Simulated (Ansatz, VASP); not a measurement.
# One calculation of HfC, two programs

File INCAR:

```
SYSTEM = HfC
ALGO = Normal
EDIFF = 1E-6
EDIFFG = -0.02
ENCUT = 600
GGA = PE
GGA_COMPAT = .FALSE.
IBRION = 2
ISIF = 3
ISMEAR = -1
LASPH = .TRUE.
LCHARG = .FALSE.
LMAXMIX = 4
LNONCOLLINEAR = .TRUE.
LORBIT = 11
LORBMOM = .TRUE.
LREAL = .FALSE.
LSORBIT = .TRUE.
LWAVE = .FALSE.
MAGMOM = 0 0 0 0 0 0
NELM = 150
NSW = 80
PREC = Accurate
SIGMA = 0.05
```

KPOINTS

```
k-points
0
G
  7 7 7
  0 0 0
```

Contents of POSCAR:

```
HfC
1.0
    0.0000000000      2.3250000000      2.3250000000
    2.3250000000      0.0000000000      2.3250000000
    2.3250000000      2.3250000000      0.0000000000
Hf C
1 1
Direct
    0.5000000000      0.5000000000      0.5000000000
    0.0000000000      0.0000000000      0.0000000000
```

input.yaml

```yaml
crystal:
  lattice:
    - [0.0, 2.325, 2.325]
    - [2.325, 0.0, 2.325]
    - [2.325, 2.325, 0.0]
  atoms:
    - { symbol: Hf, position: [0.5, 0.5, 0.5] }
    - { symbol: C, position: [0.0, 0.0, 0.0] }
kpoints:
  mp_grid: { grid: [7, 7, 7] }
scf:
  occupations: { method: fermi_dirac, width: 0.05 }
hamiltonian:
  xc: pbe
  pseudopotentials: { kind: all_electron, lapw: { basis_error: 0.001 } }
magnetization:
  noncollinear: true
  spin_orbit: true
output:
  forces: true
  stress: true
relax:
  f_tol: 0.02
  max_steps: 60
  cell: {}
```

Alike in both runs: task relaxation of cell and atoms; functional PBE; k mesh 7 × 7 × 7; occupations fermi-dirac, width 0.05 eV; non-collinear spin, spin-orbit coupling.

```csv
,VASP,Ansatz
version,VASP 6.6.1,Ansatz 0.2.0
potentials or method,"VASP PAW PBE potentials, release 64 (Hf_pv, C), cutoff 600 eV","all-electron LAPW, relativistic spinors"
```

|  | VASP | Ansatz | Ansatz less VASP |
| --- | --- | --- | --- |
| net moment per atom (μB) | 0.00 | 0.00 | 0.000 |
| relaxed volume (Å³/atom) | 12.53 | 12.55 | +0.018 |
| relaxed cell length with the largest relative difference (Å) | 3.285 | 3.286 | +0.0015 |

Ansatz ran all-electron here, and VASP with PAW potentials.

Noted on Ansatz's run: the k mesh is thin for a metal, which can move the energy by tens of meV per atom.
